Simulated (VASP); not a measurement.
# FePb2O4 (P6/mmm) in VASP: relaxation of cell and atoms with PBE

Aim: the relaxation of cell and atoms of FePb2O4 with PBE.

Everything below comes from runs of VASP 6.6.1. Logs are shortened: lines on timing, memory, paths and dates and some standing lists are left out, and cuts for length are marked.

### Step 1. The cell of the first run

It takes space group P6/mmm (No. 191, hexagonal). The conventional cell has a = 5.300 Å, b = 5.300 Å, c = 4.809 Å, α = 90.00°, β = 90.00°, γ = 120.00°. Fe (site symmetry 6/mmm) has 6 Pb at 3.06 Å and 12 O at 3.54 Å within 4.0 Å. Within 2.4 Å of Pb (site symmetry -6m2) lie 2 O at 1.79 Å. O (site symmetry 3m) has 1 O at 1.23 Å within 1.7 Å.

The cell was generated, and may not be a known phase.

### Step 2. Relaxation of cell and atoms, PBE, collinear spin, ferromagnetic start

INCAR

```
  PREC = Accurate
  ENCUT = 700
  EDIFF = 1E-7
  ISMEAR = 0
  SIGMA = 0.15
  LREAL = F
  LASPH = T
  NELM = 200
  ALGO = Normal
  ISIF = 3
  LWAVE = F
  LCHARG = F
  ISPIN = 2
  MAGMOM = 4 0 0 0 0 0 0
  LORBIT = 11
  LMAXMIX = 4
  GGA = PE
  IBRION = 2
  NSW = 36
  EDIFFG = -0.08
  GGA_COMPAT = F
  NELMIN = 4
```

KPOINTS

```
regular mesh
0
Gamma
  3 3 3
```

POSCAR

```
FePb2O4
1.0
    5.3002816000      0.0000000000      0.0000000000
   -2.6501408000      4.5901785100      0.0000000000
    0.0000000000      0.0000000000      4.8088465300
Fe Pb O
1 2 4
Direct
    0.0000000000      0.0000000000      0.0000000000
    0.3333333300      0.6666666700      0.0000000000
    0.6666666700      0.3333333300      0.0000000000
    0.3333333300      0.6666666700      0.6282876200
    0.6666666700      0.3333333300      0.6282876200
    0.6666666700      0.3333333300      0.3717123800
    0.3333333300      0.6666666700      0.3717123800
```

Potentials or basis: VASP PAW PBE potentials, release 64 (Fe_sv, Pb_d, O).

Launch:

```console
cat potpaw_PBE.64/Fe_sv/POTCAR potpaw_PBE.64/Pb_d/POTCAR potpaw_PBE.64/O/POTCAR > POTCAR
mpirun -np 1 vasp_std > vasp.out
```

OUTCAR:

```text
PREC = Accurate
   ENCUT = 700
   EDIFF = 1E-7
   ISMEAR = 0
   LREAL = F
   LASPH = T
   NELM = 200
   ISIF = 3
   ISPIN = 2
   LORBIT = 11
   GGA = PE
   IBRION = 2
   NSW = 36
   EDIFFG = -0.08
   NELMIN = 4

 ion  position               nearest neighbor table
   1  0.000  0.000  0.000-   2 3.06   3 3.06   2 3.06   3 3.06   3 3.06   2 3.06
   2  0.333  0.667  0.000-   4 1.79   7 1.79   4 3.02   7 3.02   3 3.06   1 3.06   3 3.06   1 3.06
                             1 3.06   3 3.06
   3  0.667  0.333  0.000-   5 1.79   6 1.79   5 3.02   6 3.02   2 3.06   2 3.06   1 3.06   1 3.06
                             1 3.06   2 3.06
   4  0.333  0.667  0.628-   7 1.23   2 1.79   2 3.02
   5  0.667  0.333  0.628-   6 1.23   3 1.79   3 3.02
   6  0.667  0.333  0.372-   5 1.23   3 1.79   3 3.02
   7  0.333  0.667  0.372-   4 1.23   2 1.79   2 3.02

  LATTYP: Found a hexagonal cell.
 ALAT       =     5.3002816000
 C/A-ratio  =     0.9072813282

  Lattice vectors:

 A1 = (   5.3002816000,   0.0000000000,   0.0000000000)
 A2 = (  -2.6501408000,   4.5901785100,   0.0000000000)
 A3 = (   0.0000000000,   0.0000000000,   4.8088465300)

Analysis of symmetry for initial positions (statically):
=====================================================================
 Subroutine PRICEL returns:
 Original cell was already a primitive cell.

 Routine SETGRP: Setting up the symmetry group for a
 hexagonal supercell.

 Subroutine GETGRP returns: Found 24 space group operations
 (whereof 24 operations were pure point group operations)
 out of a pool of 24 trial point group operations.

The static configuration has the point symmetry D_6h.

Analysis of symmetry for dynamics (positions and initial velocities):
=====================================================================
 Subroutine PRICEL returns:
 Original cell was already a primitive cell.

 Routine SETGRP: Setting up the symmetry group for a
 hexagonal supercell.

 Subroutine GETGRP returns: Found 24 space group operations
 (whereof 24 operations were pure point group operations)
 out of a pool of 24 trial point group operations.

The dynamic configuration has the point symmetry D_6h.

Analysis of structural, dynamic, and magnetic symmetry:
=====================================================================
 Subroutine PRICEL returns:
 Original cell was already a primitive cell.

 Routine SETGRP: Setting up the symmetry group for a
 hexagonal supercell.

 Subroutine GETGRP returns: Found 24 space group operations
 (whereof 24 operations were pure point group operations)
 out of a pool of 24 trial point group operations.

The overall configuration has the point symmetry D_6h.

 Subroutine INISYM returns: Found 24 space group operations
 (whereof 24 operations are pure point group operations),
 and found     1 'primitive' translations

----------------------------------------------------------------------------------------

                                     Primitive cell

  volume of cell :     116.9956

  direct lattice vectors                    reciprocal lattice vectors
     5.300281600  0.000000000  0.000000000     0.188669221  0.108928226  0.000000000
    -2.650140800  4.590178510  0.000000000     0.000000000  0.217856451  0.000000000
     0.000000000  0.000000000  4.808846530     0.000000000  0.000000000  0.207950076

  length of vectors
     5.300281600  5.300281598  4.808846530     0.217856451  0.217856451  0.207950076

  position of ions in fractional coordinates (direct lattice)
     0.000000000  0.000000000  0.000000000
     0.333333330  0.666666670  0.000000000
     0.666666670  0.333333330  0.000000000
     0.333333330  0.666666670  0.628287620
     0.666666670  0.333333330  0.628287620
     0.666666670  0.333333330  0.371712380
     0.333333330  0.666666670  0.371712380

  ion indices of the primitive-cell ions
   primitive index   ion index
                 1           1
                 2           2
                 3           3
                 4           4
                 5           5
                 6           6
                 7           7

----------------------------------------------------------------------------------------

 KPOINTS: regular mesh

Automatic generation of k-mesh.
 Grid dimensions read from file:
 generate k-points for:    3    3    3

 Generating k-lattice:

  Cartesian coordinates                     Fractional coordinates (reciprocal lattice)
     0.062889740  0.036309409  0.000000000     0.333333333 -0.000000000  0.000000000
     0.000000000  0.072618817  0.000000000     0.000000000  0.333333333  0.000000000
     0.000000000  0.000000000  0.069316692     0.000000000  0.000000000  0.333333333

  Length of vectors
     0.072618817  0.072618817  0.069316692

  Shift w.r.t. Gamma in fractional coordinates (k-lattice)
     0.000000000  0.000000000  0.000000000

 Subroutine IBZKPT returns following result:
 ===========================================

 Found      6 irreducible k-points:

 Following reciprocal coordinates:
            Coordinates               Weight
  0.000000  0.000000  0.000000      1.000000
  0.333333  0.000000  0.000000      6.000000
  0.333333  0.333333  0.000000      2.000000
  0.000000  0.000000  0.333333      2.000000
  0.333333  0.000000  0.333333     12.000000
  0.333333  0.333333  0.333333      4.000000
   k-points           NKPTS =      6   k-points in BZ     NKDIM =      6   number of bands    NBANDS=     42
   number of dos      NEDOS =    301   number of ions     NIONS =      7
   total plane-waves  NPLWV =  96768
   dimension x,y,z NGX =    48 NGY =   48 NGZ =   42
   dimension x,y,z NGXF=    96 NGYF=   96 NGZF=   84
   ions per type =               1   2   4
   NGX,Y,Z   is equivalent  to a cutoff of  15.06, 15.06, 14.52 a.u.
   NGXF,Y,Z  is equivalent  to a cutoff of  30.11, 30.11, 29.04 a.u.
 SYSTEM =  unknown system
   PREC   = accura    normal or accurate (medium, high low for compatibility)
   ISTART =      0    job   : 0-new  1-cont  2-samecut
   ICHARG =      2    charge: 1-file 2-atom 10-const
   ISPIN  =      2    spin polarized calculation?
   LNONCOLLINEAR =      F non collinear calculations
   LSORBIT =      F    spin-orbit coupling
   LASPH  =      T    aspherical Exc in radial PAW
   ENCUT  =  700.0 eV  51.45 Ry    7.17 a.u.  11.43 11.43 10.37*2*pi/ulx,y,z
   NELM   =    200;   NELMIN=  4; NELMDL= -5     # of ELM steps
   EDIFF  = 0.1E-06   stopping-criterion for ELM
   LREAL  =      F    real-space projection
   EDIFFG = -.8E-01   stopping-criterion for IOM
   NSW    =     36    number of steps for IOM
   IBRION =      2    ionic relax: 0-MD 1-quasi-New 2-CG
   NFREE  =      1    steps in history (QN), initial steepest desc. (CG)
   ISIF   =      3    stress and relaxation
   ISYM   =      2    0-nonsym 1-usesym 2-fastsym
   POTIM  = 0.5000    time-step for ionic-motion
   TEBEG  =    0.0;   TEEND  =   0.0 temperature during run
   PSTRESS=    0.0 pullay stress
   NELECT =      68.0000    total number of electrons
   NUPDOWN=      -1.0000    fix difference up-down
   EMIN   =  10.00;   EMAX   =-10.00  energy-range for DOS
   EFERMI =   0.00;   METHOD = LEGACY
   ISMEAR =     0;   SIGMA  =   0.15  broadening in eV -4-tet -1-fermi 0-gaus
   EFERMI_NEDOS =   21; number of points for ismear=-14 and -15
   IALGO  =     38    algorithm
   IMIX   =      4    mixing-type and parameters
     AMIX     =   0.40;   BMIX     =  1.00
     AMIX_MAG =   1.60;   BMIX_MAG =  1.00
  volume/ion in A,a.u.               =      16.71       112.79
  Fermi-wavevector in a.u.,A,eV,Ry     =   1.366222  2.581786 25.396131  1.866563
  Thomas-Fermi vector in A             =   2.492382
   LORBIT       =     11    0 simple, 1 ext, 2 COOP (PROOUT), +10 PAW based schemes
   GGA     = PE    functional components
   LHFCALC =     F    Hartree Fock is set to
   AEXX    =    0.0000 exact exchange contribution
   IVDW    =     0    specifies the selected vdW correction
   LEPSILON=     F    determine dielectric tensor
   LRPA    =     F    only Hartree local field effects (RPA)
 conjugate gradient relaxation of ions
 spin polarized calculation
 Gauss-broadening in eV      SIGMA  =   0.15
  energy-cutoff  :      700.00
  volume of cell :      117.00
 maximum number of plane-waves:      4941
 NGX is ok and might be reduce to    48
   NGX = 23   NGY = 23   NGZ = 21

--------------------------------------- Ionic step        1  -------------------------------------------

 number of electron      67.9999994 magnetization       3.5617348

 Free energy of the ion-electron system (eV)
  ---------------------------------------------------
  ext. energy  EPLUGINS =         0.00000000
  ---------------------------------------------------
  free energy    TOTEN  =       -21.21120892 eV

  energy without entropy =      -21.14354648  energy(sigma->0) =      -21.17737770

 E-fermi :   5.4776     XC(G=0):  -9.7274

 val. band max:        5.4638039408   @ k =   0.3333   0.3333   0.0000
 cond. band min:       5.5015212694   @ k =   0.3333   0.0000   0.0000
 fundamental gap:      0.0377173285
 Fermi energy:         5.4776078854
[... 1213 lines left out ...]
  FREE ENERGIE OF THE ION-ELECTRON SYSTEM (eV)
  ---------------------------------------------------
  free  energy   TOTEN  =       -30.4840682156 eV

  energy  without entropy=      -30.3861843473  energy(sigma->0) =      -30.43512628

[... ionic steps 4 to 26 ...]

--------------------------------------- Ionic step       27  -------------------------------------------

 number of electron      68.0000037 magnetization      -2.7405396

------------------------ aborting loop because EDIFF is reached ----------------------------------------
[... 77 lines left out ...]
--------------------------------------- Ionic step       29  -------------------------------------------

 number of electron      68.0000036 magnetization      -2.7464485

 Free energy of the ion-electron system (eV)
  ---------------------------------------------------
  ext. energy  EPLUGINS =         0.00000000
  ---------------------------------------------------
  free energy    TOTEN  =       -31.60200193 eV

  energy without entropy =      -31.46626496  energy(sigma->0) =      -31.53413344

 E-fermi :   2.9287     XC(G=0):  -8.6463

 val. band max:        2.9068391510   @ k =   0.3333   0.0000   0.0000
 cond. band min:       2.9350178839   @ k =   0.3333   0.0000   0.3333
 fundamental gap:      0.0281787329
 Fermi energy:         2.9287216343
[... 577 lines left out ...]
  FREE ENERGIE OF THE ION-ELECTRON SYSTEM (eV)
  ---------------------------------------------------
  free  energy   TOTEN  =       -31.6020019270 eV

  energy  without entropy=      -31.4662649572  energy(sigma->0) =      -31.53413344

 reached required accuracy - stopping structural energy minimisation

 total charge

# of ion       s       p       d       tot
------------------------------------------
    1        2.146   5.955   5.614  13.716
    2        1.389   0.721   9.838  11.949
    3        1.389   0.721   9.838  11.949
    4        1.589   3.303   0.000   4.892
    5        1.589   3.303   0.000   4.892
    6        1.589   3.303   0.000   4.892
    7        1.589   3.303   0.000   4.892
--------------------------------------------------
tot         11.281  20.610  25.291  57.183

 magnetization (x)

# of ion       s       p       d       tot
------------------------------------------
    1       -0.028  -0.006  -2.735  -2.769
    2       -0.013   0.059   0.001   0.047
    3       -0.013   0.059   0.001   0.047
    4        0.002   0.026   0.000   0.028
    5        0.002   0.026   0.000   0.028
    6        0.002   0.026   0.000   0.028
    7        0.002   0.026   0.000   0.028
--------------------------------------------------
tot         -0.047   0.218  -2.733  -2.562
```

It took 72 min on 1 thread of Intel Xeon 6975P-C (Granite Rapids), shared host; peak memory 0.45 GiB.

Results:

* Free energy: -31.6020 eV
* Relaxed volume: 21.62 Å³/atom
* Relaxed cell: a = 5.266 Å, b = 5.266 Å, c = 6.300 Å, α = 90.00°, β = 90.00°, γ = 120.00°
* Space group after relaxing (to 0.1 Å): P6/mmm (No. 191)
* Pressure after relaxing: 0.0 GPa
* Largest force after relaxing: 0.007 eV/Å
* Net moment: -2.75 μB per cell
* Site moments: Fe -2.77; Pb +0.05; O +0.03 μB
* Valence electrons inside the program's atomic spheres: Fe 13.72; Pb 11.95; O 4.89

Forces on the atoms (eV/Å):
```
Fe   0.000  0.000  0.000
Pb   0.000  0.000  0.000
Pb   0.000  0.000  0.000
O    0.000  0.000 -0.007
O    0.000  0.000 -0.007
O    0.000  0.000  0.007
O    0.000  0.000  0.007
```

Stress tensor (GPa, compression positive):
```
 0.18  0.00  0.00
 0.00  0.18  0.00
 0.00  0.00 -0.23
```

Final structure:
```xyz
7
Lattice="5.2661 0.0000 0.0000 -2.6331 4.5606 0.0000 0.0000 0.0000 6.3000" Properties=species:S:1:pos:R:3 pbc="T T T"
Fe    0.0000    0.0000    0.0000
Pb    0.0000    3.0404    0.0000
Pb    2.6331    1.5202    0.0000
O     0.0000    3.0404    3.7988
O     2.6331    1.5202    3.7988
O     2.6331    1.5202    2.5012
O     0.0000    3.0404    2.5012
```

Levels at points of the mesh, in eV from the Fermi level:
Spin up:
```
           k point  band 30  band 31  band 32  band 33  band 34  band 35
(0.00, 0.00, 0.00)    -0.65    -0.30    -0.17    -0.17     0.27     0.27
```
Spin down:
| k point | band 32 | band 33 | band 34 | band 35 | band 36 | band 37 | band 38 | band 39 |
| --- | --- | --- | --- | --- | --- | --- | --- | --- |
| (0.00, 0.00, 0.00) | -0.57 | -0.57 | -0.29 | 0.14 | 0.14 | 0.26 | 0.26 | 1.05 |

Caveat: the k points lie up to 0.46 Å⁻¹ apart in the final cell; the standard files for N, O and F lose accuracy on very short bonds; the volume moved by over 15 % at a fixed basis, so the end points are rough; spin-orbit coupling is left out, which moves the levels of the heavy elements; a cell with one magnetic atom can't hold antiferromagnetic order, which such compounds often take; semilocal functionals often make such compounds metallic where correlation or magnetic order opens a gap, which also shifts bond lengths. With open d or f shells a metallic result of PBE can be an artefact of self-interaction; +U or a hybrid may open a gap.
